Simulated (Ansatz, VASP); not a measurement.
Given: the input of a run of Ansatz 0.2.0 on MnO2.

The input input.yaml:

```yaml
crystal:
  lattice:
    - [2.8565781804, 0.0, 0.0]
    - [-1.4282890902, 2.4738692722, 0.0]
    - [0.0, 0.0, 4.6013740589]
  atoms:
    - { symbol: Mn, position: [0.0, 0.0, 0.5], spin: 4.0 }
    - { symbol: O, position: [0.3333333333, 0.6666666667, 0.70629257] }
    - { symbol: O, position: [0.6666666667, 0.3333333333, 0.29370743] }
hamiltonian:
  xc: pbesol
  pseudopotentials: { kind: paw }
  dispersion: d4
magnetization:
  spin_polarized: true
kpoints:
  mp_grid: { grid: [11, 11, 6] }
scf:
  occupations: { method: fermi_dirac, width: 0.05 }
output:
  forces: true
  stress: true
  eigenvalues: true
relax:
  f_tol: 0.01
  max_steps: 40
  cell: { stress_tol: 0.05 }
```

Potentials or basis: Ansatz PAW.

The run is started by

```sh
$ ansatz run input.yaml --threads 1 --pin off --max-ram 3584MiB --backend cpu --events-out ev --progress --plain --runs-dir out
```

Question: Translate it to VASP 6.6.1. Potentials there: VASP PAW PBE potentials, release 64 (Mn_pv, O).

Answer: As run (the cutoff follows the program's own potentials):

The input INCAR:

```
SYSTEM = MnO2
PREC = Accurate
ENCUT = 600
EDIFF = 1E-6
ISMEAR = -1
SIGMA = 0.05
LREAL = .FALSE.
LASPH = .TRUE.
NELM = 150
ALGO = Normal
ISIF = 3
LWAVE = .FALSE.
LCHARG = .FALSE.
ISPIN = 2
MAGMOM = 4 0 0
LORBIT = 11
LMAXMIX = 4
GGA = PS
IVDW = 13
IBRION = 2
NSW = 60
EDIFFG = -0.01
```

Contents of KPOINTS:

```
Automatic mesh
0
G
  11 11 6
  0 0 0
```

Contents of POSCAR:

```
MnO2
1.0
    2.8565781804      0.0000000000      0.0000000000
   -1.4282890902      2.4738692722      0.0000000000
    0.0000000000      0.0000000000      4.6013740589
Mn O
1 2
Direct
    0.0000000000      0.0000000000      0.5000000000
    0.3333333333      0.6666666667      0.7062925700
    0.6666666667      0.3333333333      0.2937074300
```

Potentials or basis: VASP PAW PBE potentials, release 64 (Mn_pv, O).

Command:

```bash
$ cat potpaw_PBE.64/Mn_pv/POTCAR potpaw_PBE.64/O/POTCAR > POTCAR
$ mpirun -np 1 vasp_std > vasp.out
```

Both were run:

|  | VASP | Ansatz | Ansatz less VASP |
| --- | --- | --- | --- |
| gap on the k mesh at the Fermi level, each at its own relaxed structure (eV) | 0.62 | 0.65 | +0.036 |
| net moment per atom (μB) | 1.00 | 1.00 | 0.000 |
| size of the moment on the site where the two differ most (μB) | 2.82 | 2.47 | -0.355 |
| relaxed volume (Å³/atom) | 10.31 | 10.43 | +0.119 |
| relaxed length of the cell vector where the two differ most in proportion (Å) | 4.433 | 4.498 | +0.0645 |

VASP's potentials were made for PBE, not for PBEsol. Site moments also hang on the region over which each program counts them. VASP's potentials hold 25 valence electrons a cell and Ansatz's 27, so a difference there can come from the potentials and not from the codes.

Noted on Ansatz's run: odd divisions of the mesh miss points on the zone boundary, where band edges often lie, so the gap on the mesh can be too wide; the plane-wave basis is chosen anew once the cell has moved, so the energies of steps on either side of that aren't comparable.
